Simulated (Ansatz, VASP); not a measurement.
One calculation of BiMo, two programs

```xyz
2
Lattice="0.0000 3.0354 3.0354 3.0354 0.0000 3.0354 3.0354 3.0354 0.0000" Properties=species:S:1:pos:R:3 pbc="T T T"
Mo    0.0000    0.0000    0.0000
Bi    1.5177    1.5177    1.5177
```

Alike in both runs: task single point; functional PBEsol; k mesh 10 × 10 × 10; occupations gaussian, width 0.05 eV; no spin polarisation.

|  | VASP | Ansatz |
| --- | --- | --- |
| version | VASP 6.6.1 | Ansatz 0.2.0 |
| potentials or method | VASP PAW PBE potentials, release 64 (Mo_sv, Bi_d), cutoff 520 eV | scalar-relativistic, plane waves, PAW |
| valence electrons in the cell | 29 | 29 |

|  | VASP | Ansatz | Ansatz less VASP |
| --- | --- | --- | --- |
| gap on the k mesh at the Fermi level (eV) | none | none | - |
| pressure (GPa) | 6.5 | 6.4 | -0.06 |

VASP's potentials were made for PBE, not for PBEsol. A gap of «none» marks a metal or a gap that the smearing closes.

Neither program's run includes spin-orbit coupling.
